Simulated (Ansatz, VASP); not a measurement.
One calculation of Re, two programs

File INCAR:

```
SYSTEM = Re
PREC = Accurate
ENCUT = 560
EDIFF = 1E-6
ISMEAR = -1
SIGMA = 0.1
LREAL = .False.
LASPH = .True.
NELM = 120
ALGO = Normal
ISIF = 2
LWAVE = .False.
LCHARG = .False.
GGA = CA
NBANDS = 14
GGA_COMPAT = .False.
```

File KPOINTS:

```
regular mesh
0
Gamma
  19 19 19
  0 0 0
```

File POSCAR:

```
Re
1.0
   -1.5352640187      1.5352640187      1.5352640187
    1.5352640187     -1.5352640187      1.5352640187
    1.5352640187      1.5352640187     -1.5352640187
Re
1
Direct
    0.0000000000      0.0000000000      0.0000000000
```

Input for Ansatz:

```yaml
crystal:
  lattice:
    - [-1.5352640187, 1.5352640187, 1.5352640187]
    - [1.5352640187, -1.5352640187, 1.5352640187]
    - [1.5352640187, 1.5352640187, -1.5352640187]
  atoms:
    - { symbol: Re, position: [0.0, 0.0, 0.0] }
kpoints:
  mp_grid: { grid: [19, 19, 19] }
  band_path:
    path:
      - [0.0, 0.0, 0.0]
      - [0.5, -0.5, 0.5]
      - [0.0, 0.0, 0.5]
      - [0.0, 0.0, 0.0]
      - [0.25, 0.25, 0.25]
      - [0.5, -0.5, 0.5]
      - [0.25, 0.25, 0.25]
      - [0.0, 0.0, 0.5]
    npoints: 8
scf:
  occupations: { method: fermi_dirac, width: 0.1 }
hamiltonian:
  xc: lda
  pseudopotentials: { kind: paw }
output:
  forces: true
  stress: true
  eigenvalues: true
  populations: true
  dos: { projected: true, de: 0.2, e_range: [-14, 8] }
  write_density: true
  write_potential: true
  elf: true
  volumetric_format: npy
```

Change from the starting cell: volume scaled by 1, PAW files.

Alike in both runs: task single point; functional LDA; k mesh 19 × 19 × 19; occupations fermi-dirac, width 0.1 eV; no spin polarisation.

```csv
,VASP,Ansatz
version,VASP 6.6.1,Ansatz 0.2.0
potentials or method,"VASP PAW LDA potentials, release 64 (Re_sv_GW)","PAW with Ansatz's default frozen-core files, scalar-relativistic"
plane-wave cutoff (eV),560,420
valence electrons in the cell,15,15
```

|  | VASP | Ansatz | Ansatz less VASP |
| --- | --- | --- | --- |
| pressure (GPa) | 0.1 | 0.0 | -0.05 |

LDA's correlation is that of Perdew and Zunger in VASP and of Perdew and Wang (1992) in Ansatz.

Neither program's run includes spin-orbit coupling.
